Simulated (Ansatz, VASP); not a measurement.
## SnO in VASP and in Ansatz

```
Sn O
1.0
     3.82056   -0.00001    0.00000
     0.00001    3.82056    0.00000
     0.00000    0.00000   22.22811
Sn O
4 4
Direct
  0.75000 0.25000 0.20245
  0.25000 0.75000 0.30880
  0.50000 0.00000 0.47841
  0.00000 0.50000 0.58476
  0.25000 0.25000 0.25562
  0.75000 0.75000 0.25562
  0.00000 0.00000 0.53158
  0.50000 0.50000 0.53158
```

Alike in both runs: task single point; functional PBE; dispersion D3(BJ); k mesh 7 × 7 × 1; occupations gaussian, width 0.05 eV; no spin polarisation.

|  | VASP | Ansatz |
| --- | --- | --- |
| version | VASP 6.6.1 | Ansatz 0.2.0 |
| potentials or method | VASP PAW PBE potentials, release 64 (Sn_d, O), cutoff 520 eV | scalar-relativistic, plane waves, PAW |
| valence electrons in the cell | 80 | 80 |

Ansatz gave:

- gap on the k mesh at the Fermi level (eV): 2.29
- least direct gap on the mesh (eV): 2.51
- rms of the force components (eV/Å): 0.035

**Question.** Which values does VASP return?

**Answer.** gap on the k mesh at the Fermi level (eV): 2.28; least direct gap on the mesh (eV): 2.47; rms of the force components (eV/Å): 0.038.
